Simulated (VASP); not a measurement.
# KI (Fm-3m) in VASP: further runs

Runs on KI. Level: PBE+D3(BJ). Tasks: phonons.

All numbers are computed with VASP 6.6.1; they aren't measurements. Logs are shortened: lines on timing, memory, paths and dates and some standing lists are left out, and cuts for length are marked.

**1. The cell of the first run**

The structure is cubic, space group Fm-3m (No. 225). The conventional cell has a = 6.885 Å, b = 6.885 Å, c = 6.885 Å, α = 90.00°, β = 90.00°, γ = 90.00°. K (site symmetry m-3m) has 6 I at 3.44 Å within 4.5 Å. Within 4.5 Å of I (site symmetry m-3m) lie 6 K at 3.44 Å.

**2. Phonons, PBE+D3(BJ)**

File INCAR:

```
SYSTEM = KI
PREC = Accurate
ENCUT = 520
EDIFF = 1E-8
ISMEAR = 0
SIGMA = 0.01
LREAL = .False.
LASPH = .True.
NELM = 80
ALGO = Normal
ISIF = 2
LWAVE = .False.
LCHARG = .False.
GGA = PE
IVDW = 12
IBRION = 6
NFREE = 2
POTIM = 0.015
NSW = 1
```

File KPOINTS:

```
Automatic mesh
0
Gamma
  6 6 6
  0 0 0
```

File POSCAR:

```
KI
1.0
    0.0000000000      3.4424000000      3.4424000000
    3.4424000000      0.0000000000      3.4424000000
    3.4424000000      3.4424000000      0.0000000000
K I
1 1
Direct
    0.0000000000      0.0000000000      0.0000000000
    0.5000000000      0.5000000000      0.5000000000
```

Potentials or basis: VASP PAW PBE potentials, release 64 (K_sv, I).

Command:

```bash
cat potpaw_PBE.64/K_sv/POTCAR potpaw_PBE.64/I/POTCAR > POTCAR
mpirun -np 1 vasp_std > vasp.out
```

OUTCAR:

```text
SYSTEM = KI
   PREC = Accurate
   ENCUT = 520
   EDIFF = 1E-8
   ISMEAR = 0
   LREAL = .False.
   LASPH = .True.
   NELM = 80
   ISIF = 2
   GGA = PE
   IVDW = 12
   IBRION = 6
   NFREE = 2
   POTIM = 0.015
   NSW = 1
 IVDW          = 12

 ion  position               nearest neighbor table
   1  0.000  0.000  0.000-   2 3.44   2 3.44   2 3.44   2 3.44   2 3.44   2 3.44
   2  0.500  0.500  0.500-   1 3.44   1 3.44   1 3.44   1 3.44   1 3.44   1 3.44

  LATTYP: Found a face centered cubic cell.
 ALAT       =     6.8848000000

  Lattice vectors:

 A1 = (   0.0000000000,   3.4424000000,   3.4424000000)
 A2 = (   3.4424000000,   0.0000000000,   3.4424000000)
 A3 = (   3.4424000000,   3.4424000000,   0.0000000000)

Analysis of symmetry for initial positions (statically):
=====================================================================
 Subroutine PRICEL returns:
 Original cell was already a primitive cell.

 Routine SETGRP: Setting up the symmetry group for a
 face centered cubic supercell.

 Subroutine GETGRP returns: Found 48 space group operations
 (whereof 48 operations were pure point group operations)
 out of a pool of 48 trial point group operations.

The static configuration has the point symmetry O_h .

Analysis of symmetry for dynamics (positions and initial velocities):
=====================================================================
 Subroutine PRICEL returns:
 Original cell was already a primitive cell.

 Routine SETGRP: Setting up the symmetry group for a
 face centered cubic supercell.

 Subroutine GETGRP returns: Found 48 space group operations
 (whereof 48 operations were pure point group operations)
 out of a pool of 48 trial point group operations.

The dynamic configuration has the point symmetry O_h .

 Subroutine INISYM returns: Found 48 space group operations
 (whereof 48 operations are pure point group operations),
 and found     1 'primitive' translations

----------------------------------------------------------------------------------------

                                     Primitive cell

  volume of cell :      81.5857

  direct lattice vectors                    reciprocal lattice vectors
     0.000000000  3.442400000  3.442400000    -0.145247502  0.145247502  0.145247502
[... 122 lines left out ...]
  ext. energy  EPLUGINS =         0.00000000
  ---------------------------------------------------
  free energy    TOTEN  =        -5.50666145 eV

  energy without entropy =       -5.50666145  energy(sigma->0) =       -5.50666145

------------------------ aborting loop because EDIFF is reached ----------------------------------------

 Edisp (eV)   -0.49388

 E8    (eV) :    -0.2387
[... 151 lines left out ...]
--------------------------------------- Ionic step        5  -------------------------------------------

 number of electron      16.0000001 magnetization

 Free energy of the ion-electron system (eV)
  ---------------------------------------------------
  ext. energy  EPLUGINS =         0.00000000
  ---------------------------------------------------
  free energy    TOTEN  =        -5.50648819 eV

  energy without entropy =       -5.50648819  energy(sigma->0) =       -5.50648819

 E-fermi :   0.0626     XC(G=0):  -7.4869

 val. band max:        0.0110274314   @ k =   0.0000   0.0000   0.0000
 cond. band min:       4.1646152921   @ k =   0.0000   0.0000   0.0000
 fundamental gap:      4.1535878607
 Fermi energy:         0.0626473216

 k-point     1 :       0.0000    0.0000    0.0000
  band No.  band energies     occupation
      1     -28.3650      2.00000
      2     -11.8635      2.00000
      3     -11.8634      2.00000
      4     -11.8634      2.00000
      5     -10.6178      2.00000
      6       0.0110      2.00000
      7       0.0110      2.00000
      8       0.0110      2.00000
      9       4.1646      0.00000
     10       6.4641      0.00000
     11       6.4642      0.00000
     12       6.4642      0.00000
[... 331 lines left out ...]
 k-point    24 :       0.0000   -0.3333    0.3333
  band No.  band energies     occupation
      1     -28.3609      2.00000
      2     -11.9941      2.00000
      3     -11.9090      2.00000
      4     -11.8753      2.00000
      5     -10.3120      2.00000
      6      -1.0387      2.00000
      7      -0.8432      2.00000
      8      -0.4337      2.00000
      9       6.0065      0.00000
     10       7.2438      0.00000
     11       7.3261      0.00000
     12       8.4828      0.00000

 [... further k-points ...]

------------------------ aborting loop because EDIFF is reached ----------------------------------------

 Edisp (eV)   -0.49388

 E8    (eV) :    -0.2387
[... 25 lines left out ...]
  FREE ENERGIE OF THE ION-ELECTRON SYSTEM (eV)
  ---------------------------------------------------
  free  energy   TOTEN  =        -6.0003718911 eV

  energy  without entropy=       -6.0003718911  energy(sigma->0) =       -6.00037189

 INTERNAL STRAIN TENSORS FROM DISPLACED ATOMS
 ============================================

 INTERNAL STRAIN TENSOR FOR ION    1 for displacements in x,y,z  (eV/Angst):
          X           Y           Z          XY          YZ          ZX
  --------------------------------------------------------------------------------
  x     0.00000     0.00000     0.00000     0.00000     0.00000     0.00000
  y     0.00000     0.00000     0.00000     0.00000     0.00000     0.00000
  z     0.00000     0.00000     0.00000     0.00000     0.00000     0.00000

 INTERNAL STRAIN TENSOR FOR ION    2 for displacements in x,y,z  (eV/Angst):
          X           Y           Z          XY          YZ          ZX
  --------------------------------------------------------------------------------
  x     0.00000     0.00000     0.00000     0.00000     0.00000     0.00000
  y     0.00000     0.00000     0.00000     0.00000     0.00000     0.00000
  z     0.00000     0.00000     0.00000     0.00000     0.00000     0.00000

 Eigenvectors and eigenvalues of the dynamical matrix
 ----------------------------------------------------

   1 f  =    3.550837 THz    22.310567 2PiTHz  118.443172 cm-1    14.685075 meV
             X         Y         Z           dx          dy          dz
      0.000000  0.000000  0.000000     0.874227    0.000000    0.000000
      3.442400  3.442400  3.442400    -0.485517    0.000000    0.000000
[... 21 lines left out ...]
   6 f/i=    0.000834 THz     0.005238 2PiTHz    0.027810 cm-1     0.003448 meV
             X         Y         Z           dx          dy          dz
      0.000000  0.000000  0.000000     0.388320   -0.291434    0.000000
      3.442400  3.442400  3.442400     0.699214   -0.524760    0.000000

 ELASTIC MODULI CONTR FROM IONIC RELAXATION (kBar)
 Direction    XX          YY          ZZ          XY          YZ          ZX
 --------------------------------------------------------------------------------
 XX           0.0000      0.0000      0.0000      0.0000      0.0000      0.0000
 YY           0.0000      0.0000      0.0000      0.0000      0.0000      0.0000
 ZZ           0.0000      0.0000      0.0000      0.0000      0.0000      0.0000
 XY           0.0000      0.0000      0.0000      0.0000      0.0000      0.0000
 YZ           0.0000      0.0000      0.0000      0.0000      0.0000      0.0000
 ZX           0.0000      0.0000      0.0000      0.0000      0.0000      0.0000
 --------------------------------------------------------------------------------
```

OSZICAR:

```text
N       E                     dE             d eps       ncg     rms          rms(c)
DAV:   1     0.893000694373E+02    0.89300E+02   -0.67325E+03   384   0.114E+03
DAV:   2     0.176139223618E+00   -0.89124E+02   -0.84805E+02   432   0.247E+02
DAV:   3    -0.526680578527E+01   -0.54429E+01   -0.54142E+01   508   0.570E+01
[... 53 lines left out ...]
DAV:   5    -0.550648747010E+01   -0.21656E-05   -0.12730E-05   888   0.178E-02    0.480E-03
DAV:   6    -0.550648809615E+01   -0.62605E-06   -0.78786E-07   884   0.693E-03    0.250E-03
DAV:   7    -0.550648817534E+01   -0.79191E-07   -0.38542E-07   888   0.406E-03    0.123E-03
DAV:   8    -0.550648818774E+01   -0.12403E-07   -0.55419E-08   928   0.162E-03    0.235E-04
DAV:   9    -0.550648818795E+01   -0.20782E-09   -0.26825E-09   604   0.392E-04
   5 F= -.60003719E+01 E0= -.60003719E+01  d E =-.209646E-15
```

It took 2.2 min on 1 thread of Intel Xeon Platinum 8375C at 2.90GHz (Ice Lake), shared host; peak memory 0.24 GiB.

What came out:

```
Highest phonon frequency at Γ, LO-TO splitting left out : 118 cm⁻¹
Dispersion energy per atom                              : -0.247 eV
```

Phonon frequencies in cm⁻¹ (negative: imaginary):
| q point | frequencies |
| --- | --- |
| (0.000, 0.000, 0.000) | 0 0 0 118 118 118 |

Caveat: spin-orbit coupling is left out, which moves the levels of the heavy elements.

**3. Phonons, PBE+D3(BJ)**

This run uses another cell than the first one, of 42.94 Å³/atom, 1.053 times its volume.

File INCAR:

```
PREC = Accurate ; ENCUT = 520
EDIFF = 1E-8 ; ISMEAR = 0
SIGMA = 0.01 ; LREAL = False
LASPH = True ; NELM = 80
ALGO = Normal ; ISIF = 2
LWAVE = False ; LCHARG = False
GGA = PE ; IVDW = 12
NBANDS = 15 ; IBRION = 6
NFREE = 2 ; POTIM = 0.015
NSW = 1
```

File KPOINTS:

```
Automatic mesh
0
Gamma
  6 6 6
```

File POSCAR:

```
KI
1.0
    0.0000000000      3.5018000000      3.5018000000
    3.5018000000      0.0000000000      3.5018000000
    3.5018000000      3.5018000000      0.0000000000
K I
1 1
Direct
    0.0000000000      0.0000000000      0.0000000000
    0.5000000000      0.5000000000      0.5000000000
```

Potentials or basis: VASP PAW PBE potentials, release 64 (K_sv, I).

Command:

```bash
cat potpaw_PBE.64/K_sv/POTCAR potpaw_PBE.64/I/POTCAR > POTCAR
mpirun -np 1 vasp_std > vasp.out
```

OUTCAR:

```text
PREC = Accurate
   ENCUT = 520
   EDIFF = 1E-8
   ISMEAR = 0
   LREAL = False
   LASPH = True
   NELM = 80
   ISIF = 2
   GGA = PE
   IVDW = 12
   IBRION = 6
   NFREE = 2
   POTIM = 0.015
   NSW = 1
 IVDW          = 12

 ion  position               nearest neighbor table
   1  0.000  0.000  0.000-   2 3.50   2 3.50   2 3.50   2 3.50   2 3.50   2 3.50
   2  0.500  0.500  0.500-   1 3.50   1 3.50   1 3.50   1 3.50   1 3.50   1 3.50
[... 830 lines left out ...]
  x     0.00000     0.00000     0.00000     0.00000     0.00000     0.00000
  y     0.00000     0.00000     0.00000     0.00000     0.00000     0.00000
  z     0.00000     0.00000     0.00000     0.00000     0.00000     0.00000

 INTERNAL STRAIN TENSOR FOR ION    2 for displacements in x,y,z  (eV/Angst):
          X           Y           Z          XY          YZ          ZX
  --------------------------------------------------------------------------------
  x     0.00000     0.00000     0.00000     0.00000     0.00000     0.00000
  y     0.00000     0.00000     0.00000     0.00000     0.00000     0.00000
  z     0.00000     0.00000     0.00000     0.00000     0.00000     0.00000

 Eigenvectors and eigenvalues of the dynamical matrix
 ----------------------------------------------------

   1 f  =    3.174825 THz    19.948012 2PiTHz  105.900754 cm-1    13.130014 meV
             X         Y         Z           dx          dy          dz
      0.000000  0.000000  0.000000     0.000000   -0.874076    0.000000
      3.501800  3.501800  3.501800     0.000000    0.485790    0.000000
[... 21 lines left out ...]
   6 f/i=    0.001737 THz     0.010911 2PiTHz    0.057924 cm-1     0.007182 meV
             X         Y         Z           dx          dy          dz
      0.000000  0.000000  0.000000    -0.010736    0.056331   -0.482393
      3.501800  3.501800  3.501800    -0.019317    0.101356   -0.867964

 ELASTIC MODULI CONTR FROM IONIC RELAXATION (kBar)
 Direction    XX          YY          ZZ          XY          YZ          ZX
 --------------------------------------------------------------------------------
 XX           0.0000      0.0000      0.0000      0.0000      0.0000      0.0000
 YY           0.0000      0.0000      0.0000      0.0000      0.0000      0.0000
 ZZ           0.0000      0.0000      0.0000      0.0000      0.0000      0.0000
 XY           0.0000      0.0000      0.0000      0.0000      0.0000      0.0000
 YZ           0.0000      0.0000      0.0000      0.0000      0.0000      0.0000
 ZX           0.0000      0.0000      0.0000      0.0000      0.0000      0.0000
 --------------------------------------------------------------------------------
```

OSZICAR:

```text
N       E                     dE             d eps       ncg     rms          rms(c)
DAV:   1     0.888190997665E+02    0.88819E+02   -0.64848E+03   480   0.907E+02
DAV:   2    -0.846535567662E-01   -0.88904E+02   -0.81716E+02   620   0.213E+02
DAV:   3    -0.536809118052E+01   -0.52834E+01   -0.52602E+01   681   0.448E+01
[... 53 lines left out ...]
DAV:   4    -0.554462651723E+01    0.67303E-05   -0.53961E-05  1166   0.387E-02    0.933E-03
DAV:   5    -0.554462872850E+01   -0.22113E-05   -0.95984E-06  1096   0.127E-02    0.602E-03
DAV:   6    -0.554462930760E+01   -0.57910E-06   -0.78216E-07  1166   0.558E-03    0.335E-03
DAV:   7    -0.554462942693E+01   -0.11933E-06   -0.25027E-07  1180   0.274E-03    0.159E-03
DAV:   8    -0.554462943599E+01   -0.90636E-08   -0.20602E-08  1201   0.879E-04
   5 F= -.60116690E+01 E0= -.60116690E+01  d E =-.821878E-39
```

Run time: 3.5 min. Hardware: 1 thread of Intel Xeon Platinum 8375C at 2.90GHz (Ice Lake), shared host; peak memory 0.27 GiB.

What came out:

```
Highest phonon frequency at Γ, LO-TO splitting left out : 106 cm⁻¹
Dispersion energy per atom                              : -0.234 eV
```

Phonon frequencies in cm⁻¹ (negative: imaginary):
| q point | frequencies |
| --- | --- |
| (0.000, 0.000, 0.000) | 0 0 0 106 106 106 |

Caveat: spin-orbit coupling is left out, which moves the levels of the heavy elements.
